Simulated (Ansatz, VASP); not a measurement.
## GaN: VASP beside Ansatz

```
Ga N
1.0
    -0.08414    2.25477    2.25477
     2.25477   -0.08414    2.25477
     2.25477    2.25477   -0.08414
Ga N
1 1
Direct
  0.99770 0.99770 0.99770
  0.25230 0.25230 0.25230
```

Change from the starting cell: epitaxial_111 strain +4.0%.

Alike in both runs: task single point; functional HSE06; k mesh 6 × 6 × 6; no spin polarisation.

|  | VASP | Ansatz |
| --- | --- | --- |
| version | VASP 6.6.1 | Ansatz 0.2.0 |
| potentials or method | VASP PAW PBE potentials, release 64 (Ga_d, N) | plane waves, PAW |
| plane-wave cutoff (eV) | 520 | 420 |
| occupations | gaussian, width 0.01 eV | fixed |
| valence electrons in the cell | 18 | 18 |

```csv
,VASP,Ansatz,Ansatz less VASP
gap on the k mesh at the Fermi level (eV),2.31,2.30,-0.009
pressure (GPa),-10.6,-10.7,-0.04
"traceless stress, the component that is largest in VASP (GPa)",5.34,5.34,-0.006
rms of the force components (eV/Å),0.007,0.003,-0.0046
```

Atom by atom the forces differ by 0.005 eV/Å (rms over components). Ansatz's warnings: stress exchange threshold loose, stress scf threshold loose.
